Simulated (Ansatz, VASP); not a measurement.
Two plane-wave programs on Na2Bi

File INCAR:

```
SYSTEM = Na2Bi
  ALGO = Fast
  EDIFF = 1E-6
  ENCUT = 520
  GGA = PE
  ISIF = 2
  ISMEAR = 0
  LASPH = .True.
  LCHARG = .False.
  LREAL = .False.
  LWAVE = .False.
  NBANDS = 22
  NELM = 60
  PREC = Accurate
  SIGMA = 0.1
```

Contents of KPOINTS:

```
k-points
0
Gamma
  4 4 6
  0 0 0
```

The input POSCAR:

```
Na2Bi
1.0
    5.1734046150     -2.5413809996      0.0000000000
    5.1734046150      2.5413809996      0.0000000000
   -1.1427439523      0.0000000000      3.2891525581
Na Bi
2 1
Direct
    0.3399998479      0.3399998479      0.3386036232
    0.6600001521      0.6600001521      0.6613963768
    0.0000000000      0.0000000000      0.0000000000
```

Input for Ansatz:

```yaml
crystal:
  lattice:
    - [5.173404615, -2.5413809996, 0.0]
    - [5.173404615, 2.5413809996, 0.0]
    - [-1.1427439523, 0.0, 3.2891525581]
  atoms:
    - { symbol: Na, position: [0.3399998479, 0.3399998479, 0.3386036232] }
    - { symbol: Na, position: [0.6600001521, 0.6600001521, 0.6613963768] }
    - { symbol: Bi, position: [0.0, 0.0, 0.0] }
basis:
  ecutwfc: 420
kpoints:
  mp_grid: { grid: [4, 4, 6] }
hamiltonian:
  xc: pbe
scf:
  occupations: { method: gaussian, width: 0.1 }
  lower_state_search: "off"
output:
  forces: true
  stress: true
  eigenvalues: true
```

Change from the starting cell: the structure that the rattled cell fell into.

Alike in both runs: task single point; functional PBE; k mesh 4 × 4 × 6; occupations gaussian, width 0.1 eV; no spin polarisation.

```csv
,VASP,Ansatz
version,VASP 6.6.1,Ansatz 0.2.0
potentials or method,"VASP PAW PBE potentials, release 64 (Na_pv, Bi_d), cutoff 520 eV","scalar-relativistic, plane waves, PAW"
valence electrons in the cell,29,33
```

```tsv
	VASP	Ansatz	Ansatz less VASP
gap on the k mesh at the Fermi level (eV)	none	none	-
pressure (GPa)	0.0	0.0	+0.02
traceless stress, the component that is largest in VASP (GPa)	0.11	0.11	+0.002
rms of the force components (eV/Å)	0.005	0.005	-0.0001
```

Atom by atom the forces differ by 0.000 eV/Å (rms over components). A gap of «none» marks a metal or a gap that the smearing closes. VASP's potentials hold 29 valence electrons a cell and Ansatz's 33, so a difference there can come from the potentials and not from the codes.

Neither program's run includes spin-orbit coupling.
